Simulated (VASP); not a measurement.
Crystal: Si.

```xyz
1
Lattice="2.5270 0.0000 0.0000 -1.2635 2.1884 0.0000 0.0000 0.0000 2.3730" Properties=species:S:1:pos:R:3 pbc="T T T"
Si    0.0000    0.0000    0.0000
```

This isn't the form of Si at room conditions, which is diamond.

```yaml
Program: VASP 6.6.1
Task: relaxation of cell and atoms
Functional: PBE
Potentials_or_basis: VASP PAW PBE potentials, release 64 (Si)
Cutoff: 600 eV
k_mesh: 20 × 20 × 18
Occupations: fermi-dirac, width 0.15 eV
Spin: no spin polarisation
```

At the start: pressure 20.7 GPa; volume 13.12 Å³/atom.

Problem. How do energy, volume and symmetry change on relaxing?

Solution. Over 8 steps the energy falls by 111.9 meV/atom and the volume is 15.10 Å³/atom (+15.1 %); space group P6/mmm (No. 191, to 0.1 Å) before and after.

Step by step:
| step | energy change (eV) | largest force (eV/Å) | pressure (GPa) | volume (Å³) |
| --- | --- | --- | --- | --- |
| 1 | 0.0000 | 0.0000 | 20.66 | 13.12 |
| 2 | -0.0684 | 0.0000 | -8.12 | 16.61 |
| 3 | -0.1112 | 0.0000 | -0.01 | 15.09 |
| 4 | -0.1111 | 0.0000 | 0.29 | 15.05 |
| 5 | -0.1119 | 0.0000 | 0.24 | 15.07 |
| 6 | -0.1119 | 0.0000 | 0.24 | 15.07 |
| 7 | -0.1119 | 0.0000 | -0.09 | 15.12 |
| 8 | -0.1119 | 0.0000 | -0.03 | 15.10 |

Final structure:
```cif
data_structure
_symmetry_space_group_name_H-M 'P 1'
_symmetry_Int_Tables_number 1
_cell_length_a 2.6538
_cell_length_b 2.6538
_cell_length_c 2.4766
_cell_angle_alpha 90.000
_cell_angle_beta 90.000
_cell_angle_gamma 120.000
_cell_volume 15.10
loop_
_atom_site_label
_atom_site_type_symbol
_atom_site_fract_x
_atom_site_fract_y
_atom_site_fract_z
_atom_site_occupancy
Si1 Si 0.00000 0.00000 0.00000 1
```

Caveat: the volume moved by over 15 % at a fixed basis, so the end points are rough.
